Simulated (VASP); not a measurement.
Al, 2 atoms in the cell. The typed cell holds 2 atoms: a = 4.013 Å, b = 4.013 Å, c = 2.840 Å, α = 90.00°, β = 134.95°, γ = 90.00°. 

```yaml
Program: VASP 6.6.1
Task: single point
Functional: PBEsol
Potentials_or_basis: VASP PAW PBE potentials, release 64 (Al)
Cutoff: 520 eV
k_mesh: 9 × 9 × 17
Occupations: gaussian, width 0.1 eV
Spin: no spin polarisation
Dipole_correction: no
Further_INCAR_settings: ALGO = Fast; EDIFF = 1e-06; NBANDS = 10; ISYM = 0
```

Potentials or basis: VASP PAW PBE potentials, release 64 (Al).

The run is started by

```sh
$ cat potpaw_PBE.64/Al/POTCAR > POTCAR
$ mpirun -np 1 vasp_std > vasp.out
```

Hardware: 1 thread of AMD EPYC 7R13, with other jobs on the host.

How long does it take, and how much memory?

Wall time 6.3 min on 1 thread of AMD EPYC 7R13, with other jobs on the host, peak memory 0.26 GiB. Counts: scf iterations 12, k points 689.
